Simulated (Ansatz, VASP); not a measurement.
## Two plane-wave programs on SnO2

```
Sn O
1.0
     0.00000    2.53347    2.53347
     2.40375    0.00000    2.53347
     2.40375    2.53347    0.00000
Sn O
1 2
Direct
  0.00000 0.00000 0.00000
  0.25000 0.25000 0.25000
  0.75000 0.75000 0.75000
```

Change from the starting cell: uniaxial_x strain -5.1%.

Alike in both runs: task single point; functional HSE06; k mesh 6 × 6 × 6; no spin polarisation.

```csv
,VASP,Ansatz
version,VASP 6.6.1,Ansatz 0.2.0
potentials or method,"VASP PAW PBE potentials, release 64 (Sn_d, O)","plane waves, PAW"
plane-wave cutoff (eV),520,420
occupations,"gaussian, width 0.01 eV",fixed
valence electrons in the cell,26,26
```

|  | VASP | Ansatz | Ansatz less VASP |
| --- | --- | --- | --- |
| gap on the k mesh at the Fermi level (eV) | 1.93 | 1.94 | +0.012 |
| pressure (GPa) | 12.1 | 11.0 | -1.07 |
| traceless stress, the component that is largest in VASP (GPa) | 18.96 | 19.01 | +0.052 |

Ansatz's warnings: stress exchange threshold loose, stress scf threshold loose.
